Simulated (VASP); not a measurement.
# C (Fmmm) in VASP: further runs

C is run at these levels: PBE; tasks: single point.

All numbers are computed with VASP 6.6.1; they aren't measurements. Logs are shortened: lines on timing, memory, paths and dates and some standing lists are left out, and cuts for length are marked.

### Step 1. The cell of the first run

The structure is orthorhombic, space group Fmmm (No. 69). Conventional cell: a = 2.406 Å, b = 4.167 Å, c = 6.559 Å, α = 90.00°, β = 90.00°, γ = 90.00°. C (site symmetry m2m) has 3 C at 1.39 Å within 1.9 Å.

### Step 2. Single point, PBE (8.22 Å³/atom)

Contents of INCAR:

```
ALGO = Normal ; EDIFF = 1E-7
ENCUT = 520 ; GGA = PE
ISIF = 2 ; ISMEAR = -1
LASPH = True ; LCHARG = True
LELF = True ; LREAL = False
LVHAR = True ; LWAVE = False
NBANDS = 11 ; NELM = 60
PREC = Accurate ; SIGMA = 0.05
```

Contents of KPOINTS:

```
k-points
0
Gamma
  18 18 18
```

Contents of POSCAR:

```
C
1.0
    0.0000000000      2.0835796532      3.2796542920
    1.2029317415      0.0000000000      3.2796542920
    1.2029317415      2.0835796532      0.0000000000
C
2
Direct
    0.1666700000      0.8333300000      0.1666700000
    0.8333300000      0.1666700000      0.8333300000
```

Potentials or basis: VASP PAW PBE potentials, release 64 (C).

Launch:

```sh
> cat potpaw_PBE.64/C/POTCAR > POTCAR
> mpirun -np 1 vasp_std > vasp.out
```

OUTCAR:

```text
EDIFF = 1E-7
   ENCUT = 520
   GGA = PE
   ISIF = 2
   ISMEAR = -1
   LASPH = True
   LREAL = False
   NELM = 60
   PREC = Accurate

 ion  position               nearest neighbor table
   1  0.167  0.833  0.167-   2 1.39   2 1.39   2 1.39
   2  0.833  0.167  0.833-   1 1.39   1 1.39   1 1.39

  LATTYP: Found a face centered orthorhombic cell.
 ALAT       =     2.4058634830
 B/A-ratio  =     1.7320846905
 C/A-ratio  =     2.7263843648

  Lattice vectors:

 A1 = (   0.0000000000,   2.0835796532,   3.2796542920)
 A2 = (   1.2029317415,   0.0000000000,   3.2796542920)
 A3 = (   1.2029317415,   2.0835796532,   0.0000000000)

Analysis of symmetry for initial positions (statically):
=====================================================================
 Subroutine PRICEL returns:
 Original cell was already a primitive cell.

 Routine SETGRP: Setting up the symmetry group for a
 face centered orthorhombic supercell.

 Subroutine GETGRP returns: Found  8 space group operations
 (whereof  8 operations were pure point group operations)
 out of a pool of  8 trial point group operations.

The static configuration has the point symmetry D_2h.

Analysis of symmetry for dynamics (positions and initial velocities):
=====================================================================
 Subroutine PRICEL returns:
 Original cell was already a primitive cell.

 Routine SETGRP: Setting up the symmetry group for a
 face centered orthorhombic supercell.

 Subroutine GETGRP returns: Found  8 space group operations
 (whereof  8 operations were pure point group operations)
 out of a pool of  8 trial point group operations.

The dynamic configuration has the point symmetry D_2h.

 Subroutine INISYM returns: Found  8 space group operations
 (whereof  8 operations are pure point group operations),
 and found     1 'primitive' translations

----------------------------------------------------------------------------------------

                                     Primitive cell

  volume of cell :      16.4403

  direct lattice vectors                    reciprocal lattice vectors
     0.000000000  2.083579653  3.279654292    -0.415651182  0.239971627  0.152455093
     1.202931742  0.000000000  3.279654292     0.415651182 -0.239971627  0.152455093
     1.202931742  2.083579653  0.000000000     0.415651182  0.239971627 -0.152455093

  length of vectors
     3.885541976  3.493304603  2.405898781     0.503582011  0.503582011  0.503582011

[... 87 lines left out ...]
   ISYM   =      2    0-nonsym 1-usesym 2-fastsym
   POTIM  = 0.5000    time-step for ionic-motion
   TEBEG  =    0.0;   TEEND  =   0.0 temperature during run
   PSTRESS=    0.0 pullay stress
   NELECT =       8.0000    total number of electrons
   NUPDOWN=      -1.0000    fix difference up-down
   EMIN   =  10.00;   EMAX   =-10.00  energy-range for DOS
   EFERMI =   0.00;   METHOD = LEGACY
   ISMEAR =    -1;   SIGMA  =   0.05  broadening in eV -4-tet -1-fermi 0-gaus
   EFERMI_NEDOS =   21; number of points for ismear=-14 and -15
   IALGO  =     38    algorithm
   IMIX   =      4    mixing-type and parameters
     AMIX     =   0.40;   BMIX     =  1.00
     AMIX_MAG =   1.60;   BMIX_MAG =  1.00
  volume/ion in A,a.u.               =       8.22        55.47
  Fermi-wavevector in a.u.,A,eV,Ry     =   1.287662  2.433328 22.559448  1.658073
  Thomas-Fermi vector in A             =   2.419662
   LORBIT       =      0    0 simple, 1 ext, 2 COOP (PROOUT), +10 PAW based schemes
   GGA     = PE    functional components
   LHFCALC =     F    Hartree Fock is set to
   AEXX    =    0.0000 exact exchange contribution
   IVDW    =     0    specifies the selected vdW correction
   LEPSILON=     F    determine dielectric tensor
   LRPA    =     F    only Hartree local field effects (RPA)
 non-spin polarized calculation
  energy-cutoff  :      520.00
  volume of cell :       16.44
 maximum number of plane-waves:       461
 NGX is ok and might be reduce to    30
   NGX = 15   NGY = 13   NGZ =  9

 number of electron       7.9999999 magnetization

 Free energy of the ion-electron system (eV)
  ---------------------------------------------------
  ext. energy  EPLUGINS =         0.00000000
  ---------------------------------------------------
  free energy    TOTEN  =       -18.31889693 eV

  energy without entropy =      -18.31870261  energy(sigma->0) =      -18.31879977

 E-fermi :   5.3326     XC(G=0): -10.6276

 val. band max:        5.2914968382   @ k =  -0.2778   0.0556   0.3333
 cond. band min:       5.3776845605   @ k =  -0.2222   0.1111   0.3333
 fundamental gap:      0.0861877223
 Fermi energy:         5.3325533839

 k-point     1 :       0.0000    0.0000    0.0000
  band No.  band energies     occupation
      1     -14.9312      2.00000
      2      -1.6130      2.00000
      3       2.3588      2.00000
      4       2.3865      2.00000
      5       9.5223      0.00000
      6      14.1520      0.00000
      7      14.2317      0.00000
      8      17.6319      0.00000
      9      19.6638      0.00000
     10      28.9415      0.00000
     11      32.1109      0.00000
[... 309 lines left out ...]
 k-point    24 :      -0.2222    0.0556    0.0000
  band No.  band energies     occupation
      1     -13.0060      2.00000
      2      -2.8937      2.00000
      3      -0.0812      2.00000
      4       0.3666      2.00000
      5      11.7990      0.00000
      6      12.2436      0.00000
      7      14.0553      0.00000
      8      20.6434      0.00000
      9      22.8354      0.00000
     10      24.3487      0.00000
     11      29.3756      0.00000

 [... further k-points ...]

------------------------ aborting loop because EDIFF is reached ----------------------------------------

  FORCE on cell =-STRESS in cart. coord.  units (eV):
  Direction    XX          YY          ZZ          XY          YZ          ZX
  --------------------------------------------------------------------------------------
  -------------------------------------------------------------------------------------
  Total        3.6487728      3.5857094      0.5036454      0.0000000      0.0000000      0.0000000
  in kB      355.5889426    349.4431366     49.0824571      0.0000000      0.0000000      0.0000000
  external PRESSURE =     251.3715121 kB  Pullay stress =       0.0000000 kB

 VOLUME and BASIS-vectors are now :
 -----------------------------------------------------------------------------
  energy-cutoff  :      520.00
  volume of cell :       16.44
      direct lattice vectors                 reciprocal lattice vectors
     0.000000000  2.083579653  3.279654292    -0.415651182  0.239971627  0.152455093
     1.202931742  0.000000000  3.279654292     0.415651182 -0.239971627  0.152455093
     1.202931742  2.083579653  0.000000000     0.415651182  0.239971627 -0.152455093

 POSITION                                       TOTAL-FORCE (eV/Angst)
 -----------------------------------------------------------------------------------
      1.20293      0.69454      3.27965         0.000000      0.003568      0.000000
      1.20293      3.47262      3.27965         0.000000     -0.003568      0.000000
 -----------------------------------------------------------------------------------
    total drift:                               -0.000000     -0.000000     -0.000000

  FREE ENERGIE OF THE ION-ELECTRON SYSTEM (eV)
  ---------------------------------------------------
  free  energy   TOTEN  =       -18.3188969283 eV

  energy  without entropy=      -18.3187026118  energy(sigma->0) =      -18.31879977
```

Run time: 2.2 min. Hardware: 1 thread of Intel Xeon Platinum 8488C (Sapphire Rapids), shared host; peak memory 0.24 GiB.

Results:

```yaml
Free_energy: -18.3189 eV
Pressure: 25.1 GPa
Largest_force: 0.004 eV/Å
```

Forces in eV/Å, atoms in the order of the input:
```
C    0.000  0.004  0.000
C    0.000 -0.004  0.000
```

Caveat: the cell stands under pressure; this functional lacks dispersion, which binds the layers, so the pressure and a relaxed spacing across them are unreliable.

### Step 3. Single point, PBE (8.83 Å³/atom)

This run uses another cell than the first one, of 8.83 Å³/atom.

Contents of INCAR:

```
PREC     = Accurate       # precision mode
ENCUT    = 520            # plane-wave cutoff, eV
EDIFF    = 1E-7           # SCF threshold, eV
ISMEAR   = -1             # smearing method
SIGMA    = 0.05           # smearing width, eV
LREAL    = False          # projectors in reciprocal space
LASPH    = True           # aspherical terms in the spheres
NELM     = 60             # most SCF steps
ALGO     = Normal         # electronic algorithm
ISIF     = 2              # what is computed and relaxed
LWAVE    = False          # write WAVECAR
LCHARG   = True           # write CHGCAR
GGA      = PE             # functional
LELF     = True           # ELF
LVHAR    = True         
NBANDS   = 11             # bands
```

Contents of KPOINTS:

```
Automatic mesh
0
Gamma
  18 18 18
```

Contents of POSCAR:

```
C
1.0
    0.0000000000      2.1340664971      3.3591230053
    1.2320797642      0.0000000000      3.3591230053
    1.2320797642      2.1340664971      0.0000000000
C
2
Direct
    0.1666700000      0.8333300000      0.1666700000
    0.8333300000      0.1666700000      0.8333300000
```

Potentials or basis: VASP PAW PBE potentials, release 64 (C).

Launch:

```sh
> cat potpaw_PBE.64/C/POTCAR > POTCAR
> mpirun -np 1 vasp_std > vasp.out
```

Wall time 2.4 min (1 thread of Intel Xeon Platinum 8488C (Sapphire Rapids), shared host); peak memory 0.24 GiB.

The run converged. Its results:

* Free energy: -18.4197 eV
* Pressure: 2.2 GPa
* Largest force: 0.003 eV/Å

Forces in eV/Å, atoms in the order of the input:
```
C    0.000  0.003  0.000
C    0.000 -0.003  0.000
```

Stress tensor (GPa, compression positive):
```
1.69 0.00 0.00
0.00 1.20 0.00
0.00 0.00 3.73
```

Caveat: this functional lacks dispersion, which binds the layers, so the pressure and a relaxed spacing across them are unreliable.

### Step 4. Single point, PBE (9.09 Å³/atom)

This run uses another cell than the first one, of 9.09 Å³/atom.

Contents of INCAR:

```
SYSTEM = C
PREC = Accurate
ENCUT = 520
EDIFF = 1E-6
ISMEAR = -1
SIGMA = 0.05
LREAL = .FALSE.
LASPH = .TRUE.
NELM = 80
ALGO = Normal
ISIF = 2
LWAVE = .FALSE.
LCHARG = .TRUE.
GGA = PE
LELF = .TRUE.
LVHAR = .TRUE.
NBANDS = 11
```

Contents of KPOINTS:

```
Automatic mesh
0
G
  18 18 18
  0 0 0
```

Contents of POSCAR:

```
C
1.0
    0.0000000000      2.1549900519      3.3920576840
    1.2441597479      0.0000000000      3.3920576840
    1.2441597479      2.1549900519      0.0000000000
C
2
Direct
    0.1666700000      0.8333300000      0.1666700000
    0.8333300000      0.1666700000      0.8333300000
```

Launch:

```sh
> cat potpaw_PBE.64/C/POTCAR > POTCAR
> mpirun -np 1 vasp_std > vasp.out
```

Run time: 2.4 min. Hardware: 1 thread of Intel Xeon Platinum 8488C (Sapphire Rapids), shared host; peak memory 0.24 GiB.

The run converged. Its results:

* Free energy: -18.4142 eV
* Pressure: -5.6 GPa
* Largest force: 0.003 eV/Å

Forces in eV/Å, atoms in the order of the input:
```
C    0.000  0.003  0.000
C    0.000 -0.003  0.000
```

Stress tensor (GPa, compression positive):
```
 -9.88   0.00   0.00
  0.00 -10.33   0.00
  0.00   0.00   3.30
```

Caveat: the cell stands under tension; this functional lacks dispersion, which binds the layers, so the pressure and a relaxed spacing across them are unreliable.

### Step 5. Overview

```csv
cell,pressure (GPa)
"a = 3.886, b = 3.493, c = 2.406 Å, angles 80.1, 62.3, 37.6°, 2 atoms",25.1
"a = 3.980, b = 3.578, c = 2.464 Å, angles 80.1, 62.3, 37.6°, 2 atoms",2.2
"a = 4.019, b = 3.613, c = 2.488 Å, angles 80.1, 62.3, 37.6°, 2 atoms",-5.6
```

Alike in all rows: task single point; level PBE; potentials or basis VASP PAW PBE potentials, release 64 (C); no spin polarisation; k mesh 18 × 18 × 18; cutoff (eV) 520; smearing fermi-dirac 0.05 eV.

Caveats: this functional lacks dispersion, which binds the layers, so the pressure and a relaxed spacing across them are unreliable; the cell stands under pressure (at least some runs); the cell stands under tension (at least some runs).

Absolute energies hang on the potentials; compare differences alone.
